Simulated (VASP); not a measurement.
Set up this calculation in VASP 6.6.1, as the native input.

| Quantity | Value |
| --- | --- |
| Task | single point |
| Functional | PBEsol |
| Potentials or basis | VASP PAW PBE potentials, release 64 (Sb) |
| Cutoff | 520 eV |
| k mesh | 14 × 14 × 14 |
| Occupations | gaussian, width 0.1 eV |
| Spin | no spin polarisation |
| Dipole correction | no |
| Further INCAR settings | ALGO = Normal; EDIFF = 1e-06; NBANDS = 8 |

The structure of Sb lies in POSCAR:

```
Sb
1.0
    3.0721836000      0.0000000000      0.0000000000
    0.0000000000      3.0721836000      0.0000000000
    0.0000000000      0.0000000000      3.0721836000
Sb
1
Direct
    0.0000000000      0.0000000000      0.0000000000
```

This isn't the form of Sb at room conditions, which is rhombohedral.

This cell differs from its parent crystal: strained.

The input as run:

INCAR

```
PREC = Accurate
ENCUT = 520
EDIFF = 1E-6
ISMEAR = 0
SIGMA = 0.1
LREAL = F
LASPH = T
NELM = 80
ALGO = Normal
ISIF = 2
LWAVE = F
LCHARG = F
GGA = PS
NBANDS = 8
```

KPOINTS

```
regular mesh
0
Gamma
  14 14 14
```

Potentials or basis: VASP PAW PBE potentials, release 64 (Sb).

The run is started by

```sh
$ cat potpaw_PBE.64/Sb/POTCAR > POTCAR
$ mpirun -np 1 vasp_std > vasp.out
```

It gave:

```yaml
Pressure: -0.5 GPa
Band_gap_on_the_k_mesh: zero (an odd number of electrons rules out a gap without spin polarisation)
```

Caveat: the cell differs from its parent crystal (strained); the PAW data sets were made with another functional, which shifts forces and pressure a little; spin-orbit coupling is left out, which moves the levels of the heavy elements.

Wall time 17 s on 1 thread of AMD EPYC 7R43 64-Core Processor (Zen 3) (shared host), peak memory 0.12 GiB.
